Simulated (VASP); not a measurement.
# NiO (Fm-3m) in VASP: notebook

The runs below take NiO through single point, with LDA+U.

Program: VASP 6.6.1. These are calculated values, not measurements. Logs are shortened: lines on timing, memory, paths and dates and some standing lists are left out, and cuts for length are marked.

### Step 1. The cell of the first run

The structure is cubic, space group Fm-3m (No. 225). Conventional cell: a = 4.183 Å, b = 4.183 Å, c = 4.183 Å, α = 90.00°, β = 90.00°, γ = 90.00°. Ni (site symmetry m-3m) has 6 O at 2.09 Å within 2.8 Å. O (site symmetry m-3m) has 6 Ni at 2.09 Å within 2.8 Å.

### Step 2. Single point, LDA+U, collinear spin, ferromagnetic start

The input, INCAR:

```
ALGO     = Normal         # electronic algorithm
EDIFF    = 1E-6           # SCF threshold, eV
ENCUT    = 700            # plane-wave cutoff, eV
GGA_COMPAT= F            
ISIF     = 2              # what is computed and relaxed
ISMEAR   = 0              # smearing method
ISPIN    = 2              # spin polarisation
LASPH    = T              # aspherical terms in the spheres
LCHARG   = T              # write CHGCAR
LDAU     = T              # DFT+U
LDAUJ    = 0 0          
LDAUL    = 2 -1           # shell
LDAUPRINT= 1            
LDAUTYPE = 2            
LDAUU    = 4.2 0          # U, eV
LELF     = T              # ELF
LMAXMIX  = 4              # l up to which the mixer works
LORBIT   = 11             # projections on sites
LREAL    = F              # projectors in reciprocal space
LVHAR    = T            
LWAVE    = F              # write WAVECAR
MAGMOM   = 0.5 0          # initial moments
NBANDS   = 23             # bands
NELM     = 200            # most SCF steps
PREC     = Accurate       # precision mode
SIGMA    = 0.05           # smearing width, eV
```

The input, KPOINTS:

```
k-points
0
Gamma
  6 6 6
```

The input, POSCAR:

```
NiO
1.0
    0.0000000000      2.0913095126      2.0913095126
    2.0913095126      0.0000000000      2.0913095126
    2.0913095126      2.0913095126      0.0000000000
Ni O
1 1
Direct
    0.0000000000      0.0000000000      0.0000000000
    0.5000000000      0.5000000000      0.5000000000
```

Potentials or basis: VASP PAW LDA potentials, release 64 (Ni_sv_GW, O).

Run with:

```sh
> cat potpaw_LDA.64/Ni_sv_GW/POTCAR potpaw_LDA.64/O/POTCAR > POTCAR
> mpirun -np 1 vasp_std > vasp.out
```

OUTCAR:

```text
EDIFF = 1E-6
   ENCUT = 700
   ISIF = 2
   ISMEAR = 0
   ISPIN = 2
   LASPH = T
   LORBIT = 11
   LREAL = F
   NELM = 200
   PREC = Accurate

 ion  position               nearest neighbor table
   1  0.000  0.000  0.000-   2 2.09   2 2.09   2 2.09   2 2.09   2 2.09   2 2.09
   2  0.500  0.500  0.500-   1 2.09   1 2.09   1 2.09   1 2.09   1 2.09   1 2.09

  LATTYP: Found a face centered cubic cell.
 ALAT       =     4.1826190252

  Lattice vectors:

 A1 = (   0.0000000000,   2.0913095126,   2.0913095126)
 A2 = (   2.0913095126,   0.0000000000,   2.0913095126)
 A3 = (   2.0913095126,   2.0913095126,   0.0000000000)

Analysis of symmetry for initial positions (statically):
=====================================================================
 Subroutine PRICEL returns:
 Original cell was already a primitive cell.

 Routine SETGRP: Setting up the symmetry group for a
 face centered cubic supercell.

 Subroutine GETGRP returns: Found 48 space group operations
 (whereof 48 operations were pure point group operations)
 out of a pool of 48 trial point group operations.

The static configuration has the point symmetry O_h .

Analysis of symmetry for dynamics (positions and initial velocities):
=====================================================================
 Subroutine PRICEL returns:
 Original cell was already a primitive cell.

 Routine SETGRP: Setting up the symmetry group for a
 face centered cubic supercell.

 Subroutine GETGRP returns: Found 48 space group operations
 (whereof 48 operations were pure point group operations)
 out of a pool of 48 trial point group operations.

The dynamic configuration has the point symmetry O_h .

Analysis of structural, dynamic, and magnetic symmetry:
=====================================================================
 Subroutine PRICEL returns:
 Original cell was already a primitive cell.

 Routine SETGRP: Setting up the symmetry group for a
 face centered cubic supercell.

 Subroutine GETGRP returns: Found 48 space group operations
 (whereof 48 operations were pure point group operations)
 out of a pool of 48 trial point group operations.

The overall configuration has the point symmetry O_h .

 Subroutine INISYM returns: Found 48 space group operations
 (whereof 48 operations are pure point group operations),
 and found     1 'primitive' translations

----------------------------------------------------------------------------------------

                                     Primitive cell

  volume of cell :      18.2930

  direct lattice vectors                    reciprocal lattice vectors
     0.000000000  2.091309513  2.091309513    -0.239084649  0.239084649  0.239084649
     2.091309513  0.000000000  2.091309513     0.239084649 -0.239084649  0.239084649
     2.091309513  2.091309513  0.000000000     0.239084649  0.239084649 -0.239084649

  length of vectors
     2.957558276  2.957558276  2.957558276     0.414106759  0.414106759  0.414106759

  position of ions in fractional coordinates (direct lattice)
     0.000000000  0.000000000  0.000000000
     0.500000000  0.500000000  0.500000000

  ion indices of the primitive-cell ions
   primitive index   ion index
                 1           1
                 2           2

----------------------------------------------------------------------------------------

 KPOINTS: k-points

Automatic generation of k-mesh.
 Grid dimensions read from file:
 generate k-points for:    6    6    6

 Generating k-lattice:

  Cartesian coordinates                     Fractional coordinates (reciprocal lattice)
    -0.039847441  0.039847441  0.039847441     0.166666667  0.000000000  0.000000000
     0.039847441 -0.039847441  0.039847441     0.000000000  0.166666667  0.000000000
     0.039847441  0.039847441 -0.039847441     0.000000000  0.000000000  0.166666667

  Length of vectors
     0.069017793  0.069017793  0.069017793

  Shift w.r.t. Gamma in fractional coordinates (k-lattice)
     0.000000000  0.000000000  0.000000000

 Subroutine IBZKPT returns following result:
 ===========================================
[... 28 lines left out ...]
   NGXF,Y,Z  is equivalent  to a cutoff of  31.48, 31.48, 31.48 a.u.
 SYSTEM =  unknown system
   PREC   = accura    normal or accurate (medium, high low for compatibility)
   ISTART =      0    job   : 0-new  1-cont  2-samecut
   ICHARG =      2    charge: 1-file 2-atom 10-const
   ISPIN  =      2    spin polarized calculation?
   LNONCOLLINEAR =      F non collinear calculations
   LSORBIT =      F    spin-orbit coupling
   LASPH  =      T    aspherical Exc in radial PAW
   ENCUT  =  700.0 eV  51.45 Ry    7.17 a.u.   6.38  6.38  6.38*2*pi/ulx,y,z
   NELM   =    200;   NELMIN=  2; NELMDL= -5     # of ELM steps
   EDIFF  = 0.1E-05   stopping-criterion for ELM
   LREAL  =      F    real-space projection
   EDIFFG = 0.1E-04   stopping-criterion for IOM
   NSW    =      0    number of steps for IOM
   IBRION =     -1    ionic relax: 0-MD 1-quasi-New 2-CG
   NFREE  =      0    steps in history (QN), initial steepest desc. (CG)
   ISIF   =      2    stress and relaxation
   ISYM   =      2    0-nonsym 1-usesym 2-fastsym
   POTIM  = 0.5000    time-step for ionic-motion
   TEBEG  =    0.0;   TEEND  =   0.0 temperature during run
   PSTRESS=    0.0 pullay stress
   NELECT =      24.0000    total number of electrons
   NUPDOWN=      -1.0000    fix difference up-down
   EMIN   =  10.00;   EMAX   =-10.00  energy-range for DOS
   EFERMI =   0.00;   METHOD = LEGACY
   ISMEAR =     0;   SIGMA  =   0.05  broadening in eV -4-tet -1-fermi 0-gaus
   EFERMI_NEDOS =   21; number of points for ismear=-14 and -15
   IALGO  =     38    algorithm
   IMIX   =      4    mixing-type and parameters
     AMIX     =   0.40;   BMIX     =  1.00
     AMIX_MAG =   1.60;   BMIX_MAG =  1.00
  volume/ion in A,a.u.               =       9.15        61.72
  Fermi-wavevector in a.u.,A,eV,Ry     =   1.792188  3.386745 43.701074  3.211938
  Thomas-Fermi vector in A             =   2.854603
   LORBIT       =     11    0 simple, 1 ext, 2 COOP (PROOUT), +10 PAW based schemes
 LDA+U is selected, type is set to LDAUTYPE =  2
   angular momentum for each species LDAUL =     2   -1
   U (eV)           for each species LDAUU =   4.2  0.0
   J (eV)           for each species LDAUJ =   0.0  0.0
   GGA     = CA    functional components
   LHFCALC =     F    Hartree Fock is set to
   AEXX    =    0.0000 exact exchange contribution
   IVDW    =     0    specifies the selected vdW correction
   LEPSILON=     F    determine dielectric tensor
   LRPA    =     F    only Hartree local field effects (RPA)
 spin polarized calculation
 Gauss-broadening in eV      SIGMA  =   0.05
  energy-cutoff  :      700.00
  volume of cell :       18.29
 maximum number of plane-waves:       778
 NGX is ok and might be reduce to    28
   NGX = 13   NGY = 13   NGZ = 13

atom =   1  type =  1  l = 2

 onsite density matrix

spin component  1

  0.9324  0.0000 -0.0000  0.0000  0.0000
  0.0000  0.9324  0.0000  0.0000 -0.0000
 -0.0000  0.0000  0.9655 -0.0000  0.0000
  0.0000  0.0000 -0.0000  0.9324  0.0000
  0.0000 -0.0000  0.0000  0.0000  0.9655

spin component  2

  0.9224  0.0000  0.0000  0.0000 -0.0000
  0.0000  0.9224 -0.0000  0.0000  0.0000
  0.0000 -0.0000  0.1379  0.0000  0.0000
  0.0000  0.0000  0.0000  0.9224 -0.0000
 -0.0000  0.0000  0.0000 -0.0000  0.1379

 occupancies and eigenvectors

  o =  0.1379  v =  0.0000  0.0000  0.0000  0.0000  0.0000  0.0000 -0.0000  0.5189  0.0000 -0.8549      0.0000  0.0000  0.0000  0.0000  0.0000  0.0000  0.0000  0.0000  0.0000  0.0000
  o =  0.1379  v =  0.0000  0.0000  0.0000  0.0000  0.0000  0.0000 -0.0000  0.8549  0.0000  0.5189      0.0000  0.0000  0.0000  0.0000  0.0000  0.0000  0.0000  0.0000  0.0000  0.0000
  o =  0.9224  v =  0.0000  0.0000  0.0000  0.0000  0.0000  0.0000  0.9965  0.0000  0.0837  0.0000      0.0000  0.0000  0.0000  0.0000  0.0000  0.0000  0.0000  0.0000  0.0000  0.0000
  o =  0.9224  v =  0.0000  0.0000  0.0000  0.0000  0.0000  1.0000  0.0000  0.0000  0.0000  0.0000      0.0000  0.0000  0.0000  0.0000  0.0000  0.0000  0.0000  0.0000  0.0000  0.0000
  o =  0.9224  v =  0.0000  0.0000  0.0000  0.0000  0.0000  0.0000  0.0837 -0.0000 -0.9965 -0.0000      0.0000  0.0000  0.0000  0.0000  0.0000  0.0000  0.0000  0.0000  0.0000  0.0000
  o =  0.9324  v =  0.0000 -0.1946 -0.0000 -0.9809  0.0000  0.0000  0.0000  0.0000  0.0000  0.0000      0.0000  0.0000  0.0000  0.0000  0.0000  0.0000  0.0000  0.0000  0.0000  0.0000
  o =  0.9324  v =  0.0000 -0.9809 -0.0000  0.1946  0.0000  0.0000  0.0000  0.0000  0.0000  0.0000      0.0000  0.0000  0.0000  0.0000  0.0000  0.0000  0.0000  0.0000  0.0000  0.0000
  o =  0.9324  v =  1.0000  0.0000  0.0000  0.0000  0.0000  0.0000  0.0000  0.0000  0.0000  0.0000      0.0000  0.0000  0.0000  0.0000  0.0000  0.0000  0.0000  0.0000  0.0000  0.0000
  o =  0.9655  v =  0.0000 -0.0000  0.9573 -0.0000 -0.2891  0.0000  0.0000  0.0000  0.0000  0.0000      0.0000  0.0000  0.0000  0.0000  0.0000  0.0000  0.0000  0.0000  0.0000  0.0000
  o =  0.9655  v =  0.0000  0.0000  0.2891  0.0000  0.9573  0.0000  0.0000  0.0000  0.0000  0.0000      0.0000  0.0000  0.0000  0.0000  0.0000  0.0000  0.0000  0.0000  0.0000  0.0000

 number of electron      24.0000000 magnetization       2.0006667

 Free energy of the ion-electron system (eV)
  ---------------------------------------------------
  ext. energy  EPLUGINS =         0.00000000
  ---------------------------------------------------
  free energy    TOTEN  =       -12.21875621 eV

  energy without entropy =      -12.21875621  energy(sigma->0) =      -12.21875621

 E-fermi :   6.6766     XC(G=0): -13.5465

 val. band max:        6.1325911549   @ k =   0.5000   0.0000   0.0000
 cond. band min:       7.0266074670   @ k =   0.0000   0.0000   0.0000
 fundamental gap:      0.8940163121
 Fermi energy:         6.6765699604

 spin component 1

 k-point     1 :       0.0000    0.0000    0.0000
  band No.  band energies     occupation
      1     -96.9068      1.00000
      2     -57.8799      1.00000
      3     -57.8799      1.00000
      4     -57.8799      1.00000
      5     -13.2614      1.00000
      6       1.4461      1.00000
[... 405 lines left out ...]
     22      39.0401      0.00000
     23      41.5053      0.00000
 Fermi energy:         6.6765699604

 spin component 2

 k-point     1 :       0.0000    0.0000    0.0000
  band No.  band energies     occupation
      1     -94.9312      1.00000
      2     -55.9638      1.00000
      3     -55.9638      1.00000
      4     -55.9638      1.00000
      5     -12.8620      1.00000
      6       3.2656      1.00000
[... 405 lines left out ...]
     22      39.1787      0.00000
     23      41.8364      0.00000

------------------------ aborting loop because EDIFF is reached ----------------------------------------

  FORCE on cell =-STRESS in cart. coord.  units (eV):
  Direction    XX          YY          ZZ          XY          YZ          ZX
  --------------------------------------------------------------------------------------
  -------------------------------------------------------------------------------------
  Total       -1.1029856     -1.1029856     -1.1029856      0.0000000      0.0000000      0.0000000
  in kB      -96.6040827    -96.6040827    -96.6040827      0.0000000      0.0000000      0.0000000
  external PRESSURE =     -96.6040827 kB  Pullay stress =       0.0000000 kB

 VOLUME and BASIS-vectors are now :
 -----------------------------------------------------------------------------
  energy-cutoff  :      700.00
  volume of cell :       18.29
      direct lattice vectors                 reciprocal lattice vectors
     0.000000000  2.091309513  2.091309513    -0.239084649  0.239084649  0.239084649
     2.091309513  0.000000000  2.091309513     0.239084649 -0.239084649  0.239084649
     2.091309513  2.091309513  0.000000000     0.239084649  0.239084649 -0.239084649

 POSITION                                       TOTAL-FORCE (eV/Angst)
 -----------------------------------------------------------------------------------
      0.00000      0.00000      0.00000         0.000000     -0.000000     -0.000000
      2.09131      2.09131      2.09131        -0.000000      0.000000      0.000000
 -----------------------------------------------------------------------------------
    total drift:                                0.000000      0.000000      0.000000

  FREE ENERGIE OF THE ION-ELECTRON SYSTEM (eV)
  ---------------------------------------------------
  free  energy   TOTEN  =       -12.2187562139 eV

  energy  without entropy=      -12.2187562139  energy(sigma->0) =      -12.21875621

 total charge

# of ion       s       p       d       f       tot
--------------------------------------------------
    1        2.160   6.227   7.744   0.010  16.141
    2        1.532   3.451   0.000   0.000   4.983
--------------------------------------------------
tot          3.692   9.678   7.744   0.010  21.124

 magnetization (x)

# of ion       s       p       d       f       tot
--------------------------------------------------
    1        0.008   0.012   1.683   0.001   1.704
    2        0.027   0.223   0.000   0.000   0.250
--------------------------------------------------
tot          0.035   0.235   1.683   0.001   1.953
```

Run time: 21 s. Hardware: 1 thread of Intel Xeon 6975P-C (Granite Rapids), shared host; peak memory 0.17 GiB.

What came out:

```
Free energy                                           : -12.2188 eV
Pressure                                              : -9.7 GPa
Band gap on the k mesh                                : 0.89 eV (least direct gap 1.84 eV)
Net moment                                            : 2.00 μB per cell
Site moments                                          : Ni +1.70; O +0.25 μB
Valence electrons inside the program's atomic spheres : Ni 16.14; O 4.98
```

Levels at points of the mesh, in eV from the valence-band top:
Spin up:
```csv
k point,band 11,band 12,band 13,band 14,band 15,band 16
"(0.00, 0.00, 0.00)",-2.25,-2.25,-2.25,1.99,17.99,18.63
"(0.50, 0.00, 0.00)",-2.55,0.00,0.00,5.89,10.31,14.11
"(0.50, 0.50, 0.00)",-3.62,-3.13,-3.13,6.26,10.96,11.95
```
Spin down:
```csv
k point,band 8,band 9,band 10,band 11,band 12,band 13,band 14,band 15
"(0.00, 0.00, 0.00)",-2.87,-1.79,-1.79,-1.79,0.89,0.89,2.35,18.01
"(0.50, 0.00, 0.00)",-4.12,-1.77,-1.77,-1.41,3.57,3.57,6.11,10.83
"(0.50, 0.50, 0.00)",-3.19,-3.19,-1.86,-1.86,1.36,1.91,6.75,11.34
```

Eigenvalues of the final occupation matrices:
| site | spin | trace | eigenvalues |
| --- | --- | --- | --- |
| site 1 d | 1 | 4.73 | 0.93 0.93 0.93 0.97 0.97 |
| site 1 d | 2 | 3.04 | 0.14 0.14 0.92 0.92 0.92 |

Caveat: the k points lie up to 0.43 Å⁻¹ apart; a cell with one magnetic atom can't hold antiferromagnetic order, which such compounds often take.

### Step 3. Single point, LDA+U, collinear spin, ferromagnetic start

The input, INCAR:

```
ALGO = Normal
EDIFF = 1E-6
ENCUT = 700
GGA = CA
GGA_COMPAT = F
ISIF = 2
ISMEAR = 0
ISPIN = 2
LASPH = T
LCHARG = F
LDAU = T
LDAUJ = 0 0
LDAUL = 2 -1
LDAUPRINT = 1
LDAUTYPE = 2
LDAUU = 4.2 0
LMAXMIX = 4
LORBIT = 11
LREAL = F
LWAVE = F
MAGMOM = 1.81 0
NBANDS = 23
NELM = 200
PREC = Accurate
SIGMA = 0.05
```

The input, KPOINTS:

```
k-points
0
Gamma
  10 10 10
```

POSCAR is that of step 2.

Potentials or basis: VASP PAW LDA potentials, release 64 (Ni_sv_GW, O).

Run with:

```sh
> cat potpaw_LDA.64/Ni_sv_GW/POTCAR potpaw_LDA.64/O/POTCAR > POTCAR
> mpirun -np 1 vasp_std > vasp.out
```

It took 38 s on 1 thread of Intel Xeon 6975P-C (Granite Rapids), shared host; peak memory 0.19 GiB.

Results (log left out):

| Property | Result |
| --- | --- |
| Free energy | -12.2198 eV |
| Pressure | -10.2 GPa |
| Band gap on the k mesh | 0.89 eV (least direct gap 1.72 eV) |
| Net moment | 2.00 μB per cell |
| Site moments | Ni +1.70; O +0.25 μB |
| Valence electrons inside the program's atomic spheres | Ni 16.14; O 4.98 |

Levels at points of the mesh, in eV from the valence-band top:
Spin up:
| k point | band 9 | band 10 | band 11 | band 12 | band 13 | band 14 | band 15 | band 16 | band 17 | band 18 |
| --- | --- | --- | --- | --- | --- | --- | --- | --- | --- | --- |
| (0.00, 0.00, 0.00) | -4.03 | -4.03 | -2.25 | -2.25 | -2.25 | 1.99 | 17.99 | 18.63 | 18.63 | 18.63 |
| (0.50, 0.00, 0.00) | -3.43 | -3.43 | -2.54 | 0.00 | 0.00 | 5.89 | 10.31 | 14.11 | 14.11 | 21.10 |
| (0.50, 0.50, 0.00) | -3.70 | -3.62 | -3.62 | -3.12 | -3.12 | 6.26 | 10.96 | 11.95 | 16.78 | 16.78 |
Spin down:
```csv
k point,band 7,band 8,band 9,band 10,band 11,band 12,band 13,band 14,band 15,band 16
"(0.00, 0.00, 0.00)",-2.87,-2.87,-1.79,-1.79,-1.79,0.89,0.89,2.35,18.01,18.98
"(0.50, 0.00, 0.00)",-4.12,-4.12,-1.77,-1.77,-1.41,3.57,3.57,6.11,10.83,14.45
"(0.50, 0.50, 0.00)",-3.73,-3.19,-3.19,-1.86,-1.86,1.36,1.91,6.75,11.34,12.36
```

Eigenvalues of the final occupation matrices:
```tsv
site	spin	trace	eigenvalues
site 1 d	1	4.73	0.93 0.93 0.93 0.97 0.97
site 1 d	2	3.04	0.14 0.14 0.92 0.92 0.92
```

Caveat: the cell stands under tension; a cell with one magnetic atom can't hold antiferromagnetic order, which such compounds often take. The state reached can hang on the start; a lower one may exist.
